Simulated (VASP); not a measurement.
Crystal: Pt.

```xyz
1
Lattice="0.0000 1.9609 1.9609 1.9609 0.0000 1.9609 1.9609 1.9609 0.0000" Properties=species:S:1:pos:R:3 pbc="T T T"
Pt    0.0000    0.0000    0.0000
```

| Item | Value |
| --- | --- |
| Program | VASP 6.6.1 |
| Task | relaxation of cell and atoms |
| Functional | LDA |
| Potentials or basis | VASP PAW LDA potentials, release 64 (Pt) |
| Cutoff | 600 eV |
| k mesh | 19 × 19 × 19 |
| Occupations | fermi-dirac, width 0.05 eV |
| Spin | no spin polarisation |

At the start: pressure -5.4 GPa; volume 15.08 Å³/atom.

Q: Where does the relaxation end?

A: Over 4 steps the energy falls by 4.8 meV/atom and the volume is 14.80 Å³/atom (-1.8 %); space group Fm-3m (No. 225, to 0.05 Å).

The path:
```tsv
step	energy change (eV)	largest force (eV/Å)	pressure (GPa)	volume (Å³)
1	0.0000	0.0000	-5.44	15.08
2	0.0431	0.0000	20.11	13.99
3	-0.0048	0.0000	-0.14	14.81
4	-0.0048	0.0000	-0.01	14.80
```

Final structure:
```yaml
crystal:
  lattice:
    - [0.00000, 1.94877, 1.94877]
    - [1.94877, 0.00000, 1.94877]
    - [1.94877, 1.94877, 0.00000]
  atoms:
    - { symbol: Pt, position: [0.00000, 0.00000, 0.00000] }
```
